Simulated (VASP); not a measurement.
The system is Sn2GeSe3.

```
Sn Ge Se
1.0
     3.17704    1.83426    4.94912
    -3.17704    1.83426    4.94912
     0.00000   -3.66853    4.94912
Sn Ge Se
2 1 3
Cartesian
  0.0000 0.0000 9.3205
  0.0000 0.0000 5.5268
  0.0000 0.0000 0.0000
  -1.5885 0.9171 2.4746
  1.5885 0.9171 2.4746
  0.0000 -1.8343 2.4746
```

- Program: VASP 6.6.1
- Task: relaxation of cell and atoms
- Functional: PBE
- Potentials or basis: VASP PAW PBE potentials, release 64 (Sn_d, Ge_d, Se)
- Cutoff: 600 eV
- k mesh: 3 × 3 × 3
- Occupations: gaussian, width 0.1 eV
- Spin: no spin polarisation

At the start: pressure -6.0 GPa; volume 28.84 Å³/atom.

Problem. Where does the relaxation end?

Solution. Over 27 steps the energy falls by 606.1 meV/atom and the volume is 28.06 Å³/atom (-2.7 %); space group R-3m (No. 166, to 0.05 Å).

The path:
```
step  energy change (eV)  largest force (eV/Å)  pressure (GPa)  volume (Å³)
   1              0.0000                0.1847           -6.02       173.05
   2             -0.7130                0.1047           -0.38       147.23
   3             -0.7278                0.0759            0.70       144.07
   4             -0.8557                0.0211            0.70       143.80
   5             -1.4723                0.3945            3.14       141.78
   6             -1.8834                3.4820           13.25       131.85
   7             -2.3521                2.0417            6.90       137.22
   8             -2.3254                2.4303            8.77       135.75
   9             -2.3505                2.4614            8.74       136.06
  10             -2.4163                2.5256            8.76       136.99
  11             -2.5083                2.7349            8.34       138.69
  12             -2.2787                3.4355            8.89       141.49
  13             -2.5033                2.9021            8.30       139.42
  14             -2.6092                2.7222            7.61       140.76
  15             -2.8817                2.2636            5.65       144.83
  16             -3.2526                1.6197            2.47       153.20
  17             -3.4812                1.0094           -1.84       170.86
  18             -3.4827                1.0393           -1.57       169.25
  19             -3.5242                0.8754           -1.19       168.07
  20             -3.5995                0.3905            0.21       164.53
  21             -3.6083                0.1509            0.96       162.82
  22             -3.6200                0.1315            0.68       164.07
  23             -3.6341                0.1104            0.03       167.25
  24             -3.6349                0.1096           -0.08       168.00
  25             -3.6350                0.1093           -0.13       168.45
  26             -3.6363                0.0624           -0.02       168.39
  27             -3.6369                0.0222            0.07       168.34
```

Final structure:
```xyz
6
Lattice="3.7550 2.1679 3.4466 -3.7550 2.1679 3.4466 0.0000 -4.3359 3.4466" Properties=species:S:1:pos:R:3 pbc="T T T"
Sn    0.0000    0.0000    6.8730
Sn    0.0000    0.0000    3.4667
Ge    0.0000   -4.3359    3.4466
Se   -1.8775   -3.2519    5.1699
Se    1.8775   -3.2519    5.1699
Se    0.0000   -2.1679    1.7233
```
